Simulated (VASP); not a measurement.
# Li2O: single point with PBE

Crystal: Li2O.

```
CELL_PARAMETERS angstrom
0.00000 2.24661 2.24661
2.24661 0.00000 2.24661
2.24661 2.24661 0.00000
ATOMIC_POSITIONS crystal
Li 0.25000 0.25000 0.25000
Li 0.75000 0.75000 0.75000
O 0.00000 0.00000 0.00000
```

This cell differs from its parent crystal: strained.

```
Program                : VASP 6.6.1
Task                   : single point
Functional             : PBE
Potentials or basis    : VASP PAW PBE potentials, release 64 (Li_sv, O)
Cutoff                 : 750 eV
k mesh                 : 8 × 8 × 8
Occupations            : gaussian, width 0.02 eV
Spin                   : no spin polarisation
Dipole correction      : no
Further INCAR settings : ALGO = Normal; EDIFF = 1e-06; NBANDS = 13
```

| Item | Value |
| --- | --- |
| Pressure | 8.0 GPa |
| Band gap on the k mesh | 5.14 eV (least direct gap 5.90 eV) |

Levels at points of the mesh, in eV from the valence-band top:
```tsv
k point	band 3	band 4	band 5	band 6	band 7	band 8	band 9	band 10
(0.00, 0.00, 0.00)	-15.59	0.00	0.00	0.00	5.90	12.42	12.42	12.42
(0.50, 0.00, 0.00)	-15.35	-2.98	-0.49	-0.49	9.77	10.67	12.53	12.53
(0.50, 0.50, 0.00)	-15.31	-1.66	-1.53	-1.53	5.14	14.34	14.34	15.84
```

It took 26 s on 1 thread of Intel Xeon 8259CL, on a shared host, peak memory 0.15 GiB.

Caveat: the cell differs from its parent crystal (strained); the cell stands under pressure. A k mesh can miss the band edges.
